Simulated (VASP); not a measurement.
# AlNi (Cmmm) in VASP: notebook

The runs below take AlNi through relaxation of cell and atoms, with PBEsol, PBEsol+D3(BJ).

Program: VASP 6.6.1. These are calculated values, not measurements. Logs are shortened: lines on timing, memory, paths and dates and some standing lists are left out, and cuts for length are marked.

## 1. The cell of the first run

Symmetry: Cmmm, No. 65, orthorhombic system. The conventional cell has a = 3.877 Å, b = 3.906 Å, c = 3.099 Å, α = 90.00°, β = 90.00°, γ = 90.00°. Within 3.3 Å of Al (site symmetry mmm) lie 8 Ni at 2.48 to 2.49 Å and 6 Al at 2.75 to 3.10 Å. Ni (site symmetry mmm) has 8 Al at 2.48 to 2.49 Å and 6 Ni at 2.75 to 3.10 Å within 3.3 Å.

## 2. Relaxation of cell and atoms, PBEsol, collinear spin, ferromagnetic start

INCAR

```
SYSTEM = AlNi
PREC = Accurate
ENCUT = 600
EDIFF = 1E-6
ISMEAR = -1
SIGMA = 0.15
LREAL = .FALSE.
LASPH = .TRUE.
NELM = 150
ALGO = Normal
ISIF = 3
LWAVE = .FALSE.
LCHARG = .FALSE.
ISPIN = 2
MAGMOM = 0 1.5
LORBIT = 11
LMAXMIX = 4
GGA = PS
IBRION = 2
NSW = 80
EDIFFG = -0.01
```

KPOINTS

```
regular mesh
0
G
  9 9 8
  0 0 0
```

POSCAR

```
AlNi
1.0
    1.9386940000     -1.9531900000      0.0000000000
    1.9386940000      1.9531900000      0.0000000000
    0.0000000000      0.0000000000      3.0994300000
Al Ni
1 1
Direct
    0.0000000000      0.0000000000      0.0000000000
    0.5000000000      0.5000000000      0.5000000000
```

Potentials or basis: VASP PAW PBE potentials, release 64 (Al, Ni).

The run is started by

```sh
cat potpaw_PBE.64/Al/POTCAR potpaw_PBE.64/Ni/POTCAR > POTCAR
mpirun -np 1 vasp_std > vasp.out
```

OUTCAR:

```text
SYSTEM = AlNi
   PREC = Accurate
   ENCUT = 600
   EDIFF = 1E-6
   ISMEAR = -1
   LREAL = .FALSE.
   LASPH = .TRUE.
   NELM = 150
   ISIF = 3
   ISPIN = 2
   LORBIT = 11
   GGA = PS
   IBRION = 2
   NSW = 80
   EDIFFG = -0.01

 ion  position               nearest neighbor table
   1  0.000  0.000  0.000-   2 2.48   2 2.48   2 2.48   2 2.48   2 2.49   2 2.49   2 2.49   2 2.49

   2  0.500  0.500  0.500-   1 2.48   1 2.48   1 2.48   1 2.48   1 2.49   1 2.49   1 2.49   1 2.49

  LATTYP: Found a base centered orthorhombic cell.
 ALAT       =     3.8773880000
 B/A-ratio  =     1.0074771986
 C/A-ratio  =     0.7993602910

  Lattice vectors:

 A1 = (   1.9386940000,  -1.9531900000,   0.0000000000)
 A2 = (   1.9386940000,   1.9531900000,   0.0000000000)
 A3 = (   0.0000000000,   0.0000000000,   3.0994300000)

Analysis of symmetry for initial positions (statically):
=====================================================================
 Subroutine PRICEL returns:
 Original cell was already a primitive cell.

 Routine SETGRP: Setting up the symmetry group for a
 base centered orthorhombic supercell.

 Subroutine GETGRP returns: Found  8 space group operations
 (whereof  8 operations were pure point group operations)
 out of a pool of  8 trial point group operations.

The static configuration has the point symmetry D_2h.

Analysis of symmetry for dynamics (positions and initial velocities):
=====================================================================
 Subroutine PRICEL returns:
 Original cell was already a primitive cell.

 Routine SETGRP: Setting up the symmetry group for a
 base centered orthorhombic supercell.

 Subroutine GETGRP returns: Found  8 space group operations
 (whereof  8 operations were pure point group operations)
 out of a pool of  8 trial point group operations.

The dynamic configuration has the point symmetry D_2h.

Analysis of structural, dynamic, and magnetic symmetry:
=====================================================================
 Subroutine PRICEL returns:
 Original cell was already a primitive cell.

 Routine SETGRP: Setting up the symmetry group for a
 base centered orthorhombic supercell.

 Subroutine GETGRP returns: Found  8 space group operations
 (whereof  8 operations were pure point group operations)
 out of a pool of  8 trial point group operations.

The overall configuration has the point symmetry D_2h.

 Subroutine INISYM returns: Found  8 space group operations
 (whereof  8 operations are pure point group operations),
 and found     1 'primitive' translations

----------------------------------------------------------------------------------------

                                     Primitive cell

  volume of cell :      23.4728

  direct lattice vectors                    reciprocal lattice vectors
     1.938694000 -1.953190000  0.000000000     0.257905580 -0.255991481  0.000000000
     1.938694000  1.953190000  0.000000000     0.257905580  0.255991481  0.000000000
     0.000000000  0.000000000  3.099430000     0.000000000  0.000000000  0.322639969

  length of vectors
     2.751996657  2.751996657  3.099430000     0.363382617  0.363382617  0.322639969

  position of ions in fractional coordinates (direct lattice)
     0.000000000  0.000000000  0.000000000
     0.500000000  0.500000000  0.500000000

  ion indices of the primitive-cell ions
   primitive index   ion index
                 1           1
                 2           2

----------------------------------------------------------------------------------------

 KPOINTS: regular mesh

Automatic generation of k-mesh.
 Grid dimensions read from file:
 generate k-points for:    9    9    8

 Generating k-lattice:

  Cartesian coordinates                     Fractional coordinates (reciprocal lattice)
     0.028656176 -0.028443498  0.000000000     0.111111111  0.000000000  0.000000000
     0.028656176  0.028443498  0.000000000     0.000000000  0.111111111  0.000000000
     0.000000000  0.000000000  0.040329996     0.000000000  0.000000000  0.125000000

  Length of vectors
     0.040375846  0.040375846  0.040329996

  Shift w.r.t. Gamma in fractional coordinates (k-lattice)
     0.000000000  0.000000000  0.000000000

 Subroutine IBZKPT returns following result:
 ===========================================

 Found    125 irreducible k-points:

 Following reciprocal coordinates:
            Coordinates               Weight
  0.000000  0.000000  0.000000      1.000000
  0.111111 -0.000000  0.000000      4.000000
  0.222222 -0.000000  0.000000      4.000000
  0.333333  0.000000  0.000000      4.000000
  0.444444 -0.000000  0.000000      4.000000
  0.111111  0.111111  0.000000      2.000000
[... 16 lines left out ...]
 -0.333333  0.333333  0.000000      2.000000
  0.444444  0.444444  0.000000      2.000000
 [... further k-points ...]
   k-points           NKPTS =    125   k-points in BZ     NKDIM =    125   number of bands    NBANDS=     11
   number of dos      NEDOS =    301   number of ions     NIONS =      2
   total plane-waves  NPLWV =  16128
   dimension x,y,z NGX =    24 NGY =   24 NGZ =   28
   dimension x,y,z NGXF=    48 NGYF=   48 NGZF=   56
   ions per type =               1   1
   NGX,Y,Z   is equivalent  to a cutoff of  14.50, 14.50, 15.02 a.u.
   NGXF,Y,Z  is equivalent  to a cutoff of  29.00, 29.00, 30.04 a.u.
 SYSTEM =  AlNi
   PREC   = accura    normal or accurate (medium, high low for compatibility)
   ISTART =      0    job   : 0-new  1-cont  2-samecut
   ICHARG =      2    charge: 1-file 2-atom 10-const
   ISPIN  =      2    spin polarized calculation?
   LNONCOLLINEAR =      F non collinear calculations
   LSORBIT =      F    spin-orbit coupling
   LASPH  =      T    aspherical Exc in radial PAW
   ENCUT  =  600.0 eV  44.10 Ry    6.64 a.u.   5.50  5.50  6.19*2*pi/ulx,y,z
   NELM   =    150;   NELMIN=  2; NELMDL= -5     # of ELM steps
   EDIFF  = 0.1E-05   stopping-criterion for ELM
   LREAL  =      F    real-space projection
   EDIFFG = -.1E-01   stopping-criterion for IOM
   NSW    =     80    number of steps for IOM
   IBRION =      2    ionic relax: 0-MD 1-quasi-New 2-CG
   NFREE  =      1    steps in history (QN), initial steepest desc. (CG)
   ISIF   =      3    stress and relaxation
   ISYM   =      2    0-nonsym 1-usesym 2-fastsym
   POTIM  = 0.5000    time-step for ionic-motion
   TEBEG  =    0.0;   TEEND  =   0.0 temperature during run
   PSTRESS=    0.0 pullay stress
   NELECT =      13.0000    total number of electrons
   NUPDOWN=      -1.0000    fix difference up-down
   EMIN   =  10.00;   EMAX   =-10.00  energy-range for DOS
   EFERMI =   0.00;   METHOD = LEGACY
   ISMEAR =    -1;   SIGMA  =   0.15  broadening in eV -4-tet -1-fermi 0-gaus
   EFERMI_NEDOS =   21; number of points for ismear=-14 and -15
   IALGO  =     38    algorithm
   IMIX   =      4    mixing-type and parameters
     AMIX     =   0.40;   BMIX     =  1.00
     AMIX_MAG =   1.60;   BMIX_MAG =  1.00
  volume/ion in A,a.u.               =      11.74        79.20
  Fermi-wavevector in a.u.,A,eV,Ry     =   1.344417  2.540580 24.591957  1.807458
  Thomas-Fermi vector in A             =   2.472413
   LORBIT       =     11    0 simple, 1 ext, 2 COOP (PROOUT), +10 PAW based schemes
   GGA     = PS    functional components
   LHFCALC =     F    Hartree Fock is set to
   AEXX    =    0.0000 exact exchange contribution
   IVDW    =     0    specifies the selected vdW correction
   LEPSILON=     F    determine dielectric tensor
   LRPA    =     F    only Hartree local field effects (RPA)
 conjugate gradient relaxation of ions
 spin polarized calculation
  energy-cutoff  :      600.00
  volume of cell :       23.47
 maximum number of plane-waves:       805
 NGX is ok and might be reduce to    24
   NGX = 11   NGY = 11   NGZ = 13

--------------------------------------- Ionic step        1  -------------------------------------------

 number of electron      13.0000001 magnetization       0.0029283

 number of electron      13.0000001 magnetization      -0.0000630

 Free energy of the ion-electron system (eV)
  ---------------------------------------------------
  ext. energy  EPLUGINS =         0.00000000
  ---------------------------------------------------
  free energy    TOTEN  =       -11.57438656 eV

  energy without entropy =      -11.51130958  energy(sigma->0) =      -11.54284807

------------------------ aborting loop because EDIFF is reached ----------------------------------------

  FORCE on cell =-STRESS in cart. coord.  units (eV):
  Direction    XX          YY          ZZ          XY          YZ          ZX
  --------------------------------------------------------------------------------------
  -------------------------------------------------------------------------------------
  Total        0.5221656      0.3015540     -0.4902971      0.0000000      0.0000000      0.0000000
  in kB       35.6412792     20.5830652    -33.4660424      0.0000000      0.0000000      0.0000000
  external PRESSURE =       7.5861007 kB  Pullay stress =       0.0000000 kB
[... 93 lines left out ...]
  FREE ENERGIE OF THE ION-ELECTRON SYSTEM (eV)
  ---------------------------------------------------
  free  energy   TOTEN  =       -11.6012210112 eV

  energy  without entropy=      -11.5365758438  energy(sigma->0) =      -11.56889843

 E-fermi :   9.9433     XC(G=0): -12.1707

 val. band max:        9.9415291376   @ k =   0.4444   0.4444   0.3750
 cond. band min:       9.9490723110   @ k =  -0.3333   0.1111   0.0000
 fundamental gap:      0.0075431735
 Fermi energy:         9.9432639969

 spin component 1

 k-point     1 :       0.0000    0.0000    0.0000
  band No.  band energies     occupation
      1      -1.2294      1.00000
      2       6.6444      1.00000
      3       6.6650      1.00000
      4       8.3130      0.99998
      5       8.3404      0.99998
      6       8.4094      0.99996
      7      14.6443      0.00000
      8      15.7713      0.00000
      9      15.8396      0.00000
     10      17.8728      0.00000
     11      18.1868      0.00000
[... 649 lines left out ...]
 k-point    24 :       0.4444    0.4444    0.0000
  band No.  band energies     occupation
      1       4.5126      1.00000
      2       6.1202      1.00000
      3       7.2060      1.00000
      4       7.3917      1.00000
      5       7.7420      1.00000
      6       7.7421      1.00000
      7       9.0527      0.99737
      8      11.8948      0.00000
      9      12.8977      0.00000
     10      21.4334      0.00000
     11      23.7239      0.00000

 [... further k-points ...]

[... ionic steps 4 to 8 ...]

--------------------------------------- Ionic step        9  -------------------------------------------

 number of electron      13.0000005 magnetization       0.0000100

 number of electron      13.0000005 magnetization      -0.0000195

------------------------ aborting loop because EDIFF is reached ----------------------------------------

  FORCE on cell =-STRESS in cart. coord.  units (eV):
  Direction    XX          YY          ZZ          XY          YZ          ZX
  --------------------------------------------------------------------------------------
  -------------------------------------------------------------------------------------
  Total        0.0127326      0.0447475      0.0084434     -0.0000000      0.0000000      0.0000000
  in kB        0.8689366      3.0537897      0.5762194     -0.0000000      0.0000000      0.0000000
  external PRESSURE =       1.4996486 kB  Pullay stress =       0.0000000 kB
[... 61 lines left out ...]
--------------------------------------- Ionic step       11  -------------------------------------------

 number of electron      13.0000005 magnetization      -0.0000044

 number of electron      13.0000005 magnetization       0.0000026

 Free energy of the ion-electron system (eV)
  ---------------------------------------------------
  ext. energy  EPLUGINS =         0.00000000
  ---------------------------------------------------
  free energy    TOTEN  =       -11.61436751 eV

  energy without entropy =      -11.54844282  energy(sigma->0) =      -11.58140517

 E-fermi :  10.1538     XC(G=0): -12.2529

 val. band max:       10.1291610910   @ k =   0.3333   0.0000   0.1250
 cond. band min:      10.1760077731   @ k =   0.4444   0.4444   0.3750
 fundamental gap:      0.0468466820
 Fermi energy:        10.1538161142

 spin component 1

 k-point     1 :       0.0000    0.0000    0.0000
  band No.  band energies     occupation
      1      -1.1286      1.00000
      2       6.7968      1.00000
      3       6.7979      1.00000
      4       8.5315      0.99998
      5       8.5323      0.99998
      6       8.5558      0.99998
      7      15.4425      0.00000
      8      15.8369      0.00000
      9      15.8388      0.00000
     10      18.2851      0.00000
     11      18.3766      0.00000
[... 691 lines left out ...]
  FREE ENERGIE OF THE ION-ELECTRON SYSTEM (eV)
  ---------------------------------------------------
  free  energy   TOTEN  =       -11.6143675124 eV

  energy  without entropy=      -11.5484428192  energy(sigma->0) =      -11.58140517

 reached required accuracy - stopping structural energy minimisation

 total charge

# of ion       s       p       d       tot
------------------------------------------
    1        0.385   0.421   0.000   0.806
    2        0.487   0.537   8.483   9.507
--------------------------------------------------
tot          0.871   0.958   8.483  10.313

 magnetization (x)

# of ion       s       p       d       tot
------------------------------------------
    1        0.000   0.000   0.000   0.000
    2       -0.000  -0.000  -0.000  -0.000
--------------------------------------------------
tot         -0.000  -0.000  -0.000  -0.000
```

Run time: 3.1 min. Hardware: 1 thread of Intel Xeon Platinum 8488C (Sapphire Rapids), shared host; peak memory 0.22 GiB.

What came out:

```
Free energy                                           : -11.6144 eV
Relaxed volume                                        : 11.75 Å³/atom
Relaxed cell                                          : a = 2.854 Å, b = 2.854 Å, c = 2.885 Å, α = 90.00°, β = 90.00°, γ = 89.98°
Space group after relaxing (to 0.1 Å)                 : Pm-3m (No. 221)
Energy gained by relaxing                             : 20.0 meV/atom
Ionic steps                                           : 11
Pressure after relaxing                               : 0.0 GPa
Net moment                                            : 0.00 μB per cell
Valence electrons inside the program's atomic spheres : Al 0.81; Ni 9.51
```

Stress tensor (GPa, compression positive):
```
 0.04  0.00  0.00
 0.00  0.11  0.00
 0.00  0.00 -0.05
```

Step by step:
```
step  energy change (eV)  largest force (eV/Å)  pressure (GPa)  volume (Å³)
   1              0.0000                0.0000            0.76        23.47
   2             -0.0126                0.0000           -0.89        23.66
   3             -0.0268                0.0000           -4.56        24.17
   4             -0.0271                0.0000           -3.82        24.06
   5             -0.0335                0.0000           -2.71        23.89
   6             -0.0381                0.0000           -1.13        23.67
   7             -0.0387                0.0000           -0.49        23.56
   8             -0.0394                0.0000           -0.21        23.53
   9             -0.0400                0.0000            0.15        23.48
  10             -0.0400                0.0000            0.14        23.48
  11             -0.0400                0.0000            0.03        23.49
```

Final structure:
```xyz
2
Lattice="2.0181 -2.0175 0.0000 2.0181 2.0175 0.0000 0.0000 0.0000 2.8850" Properties=species:S:1:pos:R:3 pbc="T T T"
Al    0.0000    0.0000    0.0000
Ni    2.0181    0.0000    1.4425
```

Caveat: the PAW data sets were made with another functional, which shifts forces and pressure a little.

## 3. Relaxation of cell and atoms, PBEsol+D3(BJ), collinear spin, ferromagnetic start

INCAR

```
PREC = Accurate
ENCUT = 600
EDIFF = 1E-6
ISMEAR = -1
SIGMA = 0.15
LREAL = False
LASPH = True
NELM = 150
ALGO = Normal
ISIF = 3
LWAVE = False
LCHARG = False
ISPIN = 2
MAGMOM = 0 1.5
LORBIT = 11
LMAXMIX = 4
GGA = PS
IVDW = 12
IBRION = 2
NSW = 80
EDIFFG = -0.01
```

KPOINTS

```
Automatic mesh
0
Gamma
  9 9 8
```

POSCAR is that of step 2.

Potentials or basis: VASP PAW PBE potentials, release 64 (Al, Ni).

The run is started by

```sh
cat potpaw_PBE.64/Al/POTCAR potpaw_PBE.64/Ni/POTCAR > POTCAR
mpirun -np 1 vasp_std > vasp.out
```

It took 2.7 min on 1 thread of Intel Xeon 6975P-C (Granite Rapids), shared host; peak memory 0.23 GiB.

It converged, with:

| Property | Result |
| --- | --- |
| Free energy | -12.4585 eV |
| Relaxed volume | 11.37 Å³/atom |
| Relaxed cell | a = 2.823 Å, b = 2.823 Å, c = 2.854 Å, α = 90.00°, β = 90.00°, γ = 89.98° |
| Space group after relaxing (to 0.1 Å) | Pm-3m (No. 221) |
| Energy gained by relaxing | 26.5 meV/atom |
| Ionic steps | 13 |
| Pressure after relaxing | -0.1 GPa |
| Net moment | 0.00 μB per cell |
| Valence electrons inside the program's atomic spheres | Al 0.82; Ni 9.57 |
| Dispersion energy per atom | -0.429 eV |

Stress tensor (GPa, compression positive):
```
-0.08  0.00  0.00
 0.00  0.01  0.00
 0.00  0.00 -0.11
```

Step by step:
```
step  energy change (eV)  largest force (eV/Å)  pressure (GPa)  volume (Å³)
   1              0.0000                0.0000           -4.93        23.47
   2             -0.0182                0.0000            4.36        22.26
   3             -0.0203                0.0000            1.89        22.55
   4             -0.0363                0.0000            1.76        22.54
   5             -0.0505                0.0000            2.09        22.49
   6             -0.0493                0.0000           -3.00        23.12
   7             -0.0527                0.0000           -0.21        22.77
   8             -0.0527                0.0000           -0.34        22.78
   9             -0.0530                0.0000           -0.05        22.74
  10             -0.0530                0.0000           -0.08        22.75
  11             -0.0531                0.0000            0.15        22.72
  12             -0.0531                0.0000            0.12        22.72
  13             -0.0531                0.0000           -0.06        22.74
```

Final structure:
```
CELL_PARAMETERS angstrom
1.99619 -1.99546 0.00000
1.99619 1.99546 0.00000
0.00000 0.00000 2.85428
ATOMIC_POSITIONS crystal
Al 0.00000 0.00000 0.00000
Ni 0.50000 0.50000 0.50000
```

Levels at points of the mesh, in eV from the Fermi level:
Spin up:
```
           k point  band 3  band 4  band 5  band 6  band 7  band 8  band 9  band 10  band 11
(0.00, 0.00, 0.00)   -3.52   -1.69   -1.69   -1.67    5.42    5.83    5.83     8.24     8.33
(0.00, 0.00, 0.50)   -3.03   -2.41   -2.41   -1.58   -0.76    8.34   10.32    10.32    11.42
```
Spin down:
```csv
k point,band 3,band 4,band 5,band 6,band 7,band 8,band 9,band 10,band 11
"(0.00, 0.00, 0.00)",-3.52,-1.69,-1.69,-1.67,5.42,5.83,5.83,8.24,8.33
"(0.00, 0.00, 0.50)",-3.03,-2.41,-2.41,-1.58,-0.76,8.34,10.32,10.32,11.42
```

Caveat: the PAW data sets were made with another functional, which shifts forces and pressure a little.
